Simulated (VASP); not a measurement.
# SiC (P6_3mc) in VASP: further runs, part 3 of 3

VASP 6.6.1. Earlier steps stand in the parts before.

## Step 5: Electric field gradients, PBEsol (zz strain of +2 %)

File INCAR:

```
ALGO = Normal
EDIFF = 1E-8
ENCUT = 520
GGA = PS
ISIF = 2
ISMEAR = -1
LASPH = True
LCHARG = False
LEFG = True
LREAL = False
LWAVE = False
NBANDS = 16
NELM = 80
PREC = Accurate
SIGMA = 0.08
```

File KPOINTS:

```
k-points
0
Gamma
  15 15 8
```

File POSCAR:

```
SiC
1.0
    3.0759982064      0.0000000000      0.0000000000
   -1.5379991032      2.6638925888      0.0000000000
    0.0000000000      0.0000000000      5.1489600000
Si C
2 2
Direct
    0.3333333333      0.6666666667      0.0000000000
    0.6666666667      0.3333333333      0.5000000000
    0.3333333333      0.6666666667      0.3850000000
    0.6666666667      0.3333333333      0.8850000000
```

Potentials or basis: VASP PAW PBE potentials, release 64 (Si, C).

Launch:

```sh
> cat potpaw_PBE.64/Si/POTCAR potpaw_PBE.64/C/POTCAR > POTCAR
> mpirun -np 1 vasp_std > vasp.out
```

OUTCAR:

```text
EDIFF = 1E-8
   ENCUT = 520
   GGA = PS
   ISIF = 2
   ISMEAR = -1
   LASPH = True
   LREAL = False
   NELM = 80
   PREC = Accurate

 ion  position               nearest neighbor table
   1  0.333  0.667  0.000-   4 1.87   4 1.87   4 1.87   3 1.98   2 3.13   2 3.13   2 3.13   2 3.13
                             2 3.13   2 3.13
   2  0.667  0.333  0.500-   3 1.87   3 1.87   3 1.87   4 1.98   1 3.13   1 3.13   1 3.13   1 3.13
                             1 3.13   1 3.13
   3  0.333  0.667  0.385-   2 1.87   2 1.87   2 1.87   1 1.98
   4  0.667  0.333  0.885-   1 1.87   1 1.87   1 1.87   2 1.98

  LATTYP: Found a hexagonal cell.
 ALAT       =     3.0759982064
 C/A-ratio  =     1.6739151503

  Lattice vectors:

 A1 = (   3.0759982064,   0.0000000000,   0.0000000000)
 A2 = (  -1.5379991032,   2.6638925888,   0.0000000000)
 A3 = (   0.0000000000,   0.0000000000,   5.1489600000)

Analysis of symmetry for initial positions (statically):
=====================================================================
 Subroutine PRICEL returns:
 Original cell was already a primitive cell.

 Routine SETGRP: Setting up the symmetry group for a
 hexagonal supercell.

 Subroutine GETGRP returns: Found 12 space group operations
 (whereof  6 operations were pure point group operations)
 out of a pool of 24 trial point group operations.

The static configuration has the point symmetry C_3v.
 The point group associated with its full space group is C_6v.

Analysis of symmetry for dynamics (positions and initial velocities):
=====================================================================
 Subroutine PRICEL returns:
 Original cell was already a primitive cell.

 Routine SETGRP: Setting up the symmetry group for a
 hexagonal supercell.

 Subroutine GETGRP returns: Found 12 space group operations
 (whereof  6 operations were pure point group operations)
 out of a pool of 24 trial point group operations.

The dynamic configuration has the point symmetry C_3v.
 The point group associated with its full space group is C_6v.

 Subroutine INISYM returns: Found 12 space group operations
 (whereof  6 operations are pure point group operations),
 and found     1 'primitive' translations

----------------------------------------------------------------------------------------

                                     Primitive cell

  volume of cell :      42.1912

  direct lattice vectors                    reciprocal lattice vectors
     3.075998206  0.000000000  0.000000000     0.325097719  0.187695255  0.000000000
    -1.537999103  2.663892589  0.000000000     0.000000000  0.375390511  0.000000000
     0.000000000  0.000000000  5.148960000     0.000000000  0.000000000  0.194213977

  length of vectors
     3.075998206  3.075998206  5.148960000     0.375390511  0.375390511  0.194213977

  position of ions in fractional coordinates (direct lattice)
     0.333333333  0.666666667  0.000000000
     0.666666667  0.333333333  0.500000000
     0.333333333  0.666666667  0.385000000
     0.666666667  0.333333333  0.885000000
[... 90 lines left out ...]
   NELECT =      16.0000    total number of electrons
   NUPDOWN=      -1.0000    fix difference up-down
   EMIN   =  10.00;   EMAX   =-10.00  energy-range for DOS
   EFERMI =   0.00;   METHOD = LEGACY
   ISMEAR =    -1;   SIGMA  =   0.08  broadening in eV -4-tet -1-fermi 0-gaus
   EFERMI_NEDOS =   21; number of points for ismear=-14 and -15
   IALGO  =     38    algorithm
   IMIX   =      4    mixing-type and parameters
     AMIX     =   0.40;   BMIX     =  1.00
     AMIX_MAG =   1.60;   BMIX_MAG =  1.00
  volume/ion in A,a.u.               =      10.55        71.18
  Fermi-wavevector in a.u.,A,eV,Ry     =   1.184970  2.239269 19.104677  1.404154
  Thomas-Fermi vector in A             =   2.321173
   LORBIT       =      0    0 simple, 1 ext, 2 COOP (PROOUT), +10 PAW based schemes
   GGA     = PS    functional components
   LHFCALC =     F    Hartree Fock is set to
   AEXX    =    0.0000 exact exchange contribution
   IVDW    =     0    specifies the selected vdW correction
   LEPSILON=     F    determine dielectric tensor
   LRPA    =     F    only Hartree local field effects (RPA)
 non-spin polarized calculation
  energy-cutoff  :      520.00
  volume of cell :       42.19
 maximum number of plane-waves:      1172
 NGX is ok and might be reduce to    24
   NGX = 11   NGY = 11   NGZ = 19

 number of electron      15.9999999 magnetization

 Free energy of the ion-electron system (eV)
  ---------------------------------------------------
  ext. energy  EPLUGINS =         0.00000000
  ---------------------------------------------------
  free energy    TOTEN  =       -31.74719538 eV

  energy without entropy =      -31.74719537  energy(sigma->0) =      -31.74719537

 E-fermi :   9.2037     XC(G=0): -11.4125

 val. band max:        8.0432935827   @ k =   0.0000   0.0000   0.0000
 cond. band min:      10.2833096421   @ k =   0.3333   0.3333   0.0000
 fundamental gap:      2.2400160594
 Fermi energy:         9.2036688163

 k-point     1 :       0.0000    0.0000    0.0000
  band No.  band energies     occupation
      1      -7.4584      2.00000
      2      -4.1593      2.00000
      3      -0.5295      2.00000
      4       6.6938      2.00000
      5       6.6938      2.00000
      6       7.8720      2.00000
[... 433 lines left out ...]
      3       0.5947      2.00000
      4       1.7447      2.00000
      5       2.4012      2.00000
      6       3.4372      2.00000
[... 8 lines left out ...]
     15      18.6998      0.00000
     16      19.9291      0.00000

 [... further k-points ...]
[... 5 lines left out ...]
  --------------------------------------------------------------------------------------
  -------------------------------------------------------------------------------------
  Total        0.3909667      0.3909667     -3.2201510      0.0000000     -0.0000000      0.0000000
  in kB       14.8466372     14.8466372   -122.2825584      0.0000000     -0.0000000      0.0000000
  external PRESSURE =     -30.8630946 kB  Pullay stress =       0.0000000 kB

 VOLUME and BASIS-vectors are now :
 -----------------------------------------------------------------------------
  energy-cutoff  :      520.00
  volume of cell :       42.19
      direct lattice vectors                 reciprocal lattice vectors
     3.075998206  0.000000000  0.000000000     0.325097719  0.187695255  0.000000000
    -1.537999103  2.663892589  0.000000000     0.000000000  0.375390511  0.000000000
     0.000000000  0.000000000  5.148960000     0.000000000  0.000000000  0.194213977

 POSITION                                       TOTAL-FORCE (eV/Angst)
 -----------------------------------------------------------------------------------
     -0.00000      1.77593      0.00000         0.000000      0.000000      0.834959
      1.53800      0.88796      2.57448        -0.000000      0.000000      0.834959
     -0.00000      1.77593      1.98235        -0.000000      0.000000     -0.834959
      1.53800      0.88796      4.55683         0.000000      0.000000     -0.834959
 -----------------------------------------------------------------------------------
    total drift:                               -0.000000      0.000000     -0.000476

  FREE ENERGIE OF THE ION-ELECTRON SYSTEM (eV)
  ---------------------------------------------------
  free  energy   TOTEN  =       -31.7471953802 eV

  energy  without entropy=      -31.7471953682  energy(sigma->0) =      -31.74719537

 Electric field gradients (V/A^2)
---------------------------------------------------------------------
 ion       V_xx      V_yy      V_zz      V_xy      V_xz      V_yz
---------------------------------------------------------------------
   1     -11.526   -11.526    23.051    -0.000     0.000    -0.000
   2     -11.526   -11.526    23.051    -0.000    -0.000     0.000
   3      -2.908    -2.909     5.817    -0.000     0.000    -0.000
   4      -2.908    -2.909     5.817    -0.000    -0.000     0.000
---------------------------------------------------------------------

 Electric field gradients after diagonalization (V/A^2)
 (convention: |V_zz| > |V_xx| > |V_yy|)
----------------------------------------------------------------------
 ion       V_xx      V_yy      V_zz     asymmetry (V_yy - V_xx)/ V_zz
----------------------------------------------------------------------
   1     -11.526   -11.526    23.051       0.000
   2     -11.526   -11.526    23.051       0.000
   3      -2.909    -2.908     5.817       0.000
   4      -2.909    -2.908     5.817       0.000
----------------------------------------------------------------------

           NMR quadrupolar parameters

 Cq : quadrupolar parameter    Cq=e*Q*V_zz/h
 eta: asymmetry parameters     (V_yy - V_xx)/ V_zz
 Q  : nuclear electric quadrupole moment in mb (millibarn)
----------------------------------------------------------------------
 ion       Cq(MHz)       eta       Q (mb)
----------------------------------------------------------------------
   1       0.056       0.000       1.000
   2       0.056       0.000       1.000
   3       0.014       0.000       1.000
   4       0.014       0.000       1.000
----------------------------------------------------------------------
```

Wall time 26 s (1 thread of Intel Xeon 6975P-C (Granite Rapids), shared host); peak memory 0.2 GiB.

What came out:

```
Free energy            : -31.7472 eV
Pressure               : -3.1 GPa
Largest force          : 0.835 eV/Å
Band gap on the k mesh : 2.24 eV, indirect (least direct gap 4.12 eV)
```

Forces on the atoms (eV/Å):
```
Si   0.000  0.000  0.835
Si   0.000  0.000  0.835
C    0.000  0.000 -0.835
C    0.000  0.000 -0.835
```

Stress tensor (GPa, compression positive):
```
  1.48   0.00   0.00
  0.00   1.48   0.00
  0.00   0.00 -12.23
```

Electric field gradients, principal values (V/Å²):
| atom | least | middle | greatest (by size) |
| --- | --- | --- | --- |
| 1 Si | -11.526 | -11.526 | 23.051 |
| 2 Si | -11.526 | -11.526 | 23.051 |
| 3 C | -2.908 | -2.909 | 5.817 |
| 4 C | -2.908 | -2.909 | 5.817 |

Caveat: the cell differs from its parent crystal (zz strain of +2 %); without QUAD_EFG the Cq values of the log hold for a quadrupole moment of 1 mb, not for the nuclei; the PAW data sets were made with another functional, which shifts forces and pressure a little. A k mesh can miss the band edges.

## Step 6: Overview

| cell | gap on the mesh (eV) | pressure (GPa) | largest force (eV/Å) |
| --- | --- | --- | --- |
| a = 3.076, b = 3.076, c = 4.998 Å, angles 90.0, 90.0, 120.0°, 4 atoms | 2.12 | 2.7 | 0.68 |
| a = 3.076, b = 3.076, c = 5.098 Å, angles 90.0, 90.0, 120.0°, 4 atoms | 2.20 | -1.3 | 0.80 |
| a = 3.076, b = 3.076, c = 5.149 Å, angles 90.0, 90.0, 120.0°, 4 atoms | 2.24 | -3.1 | 0.83 |

Alike in all rows: task electric field gradients; level PBEsol; potentials or basis VASP PAW PBE potentials, release 64 (Si, C); no spin polarisation; k mesh 15 × 15 × 8; cutoff (eV) 520; smearing fermi-dirac 0.08 eV.

Caveats: the PAW data sets were made with another functional, which shifts forces and pressure a little.

Absolute energies hang on the potentials; compare differences alone.
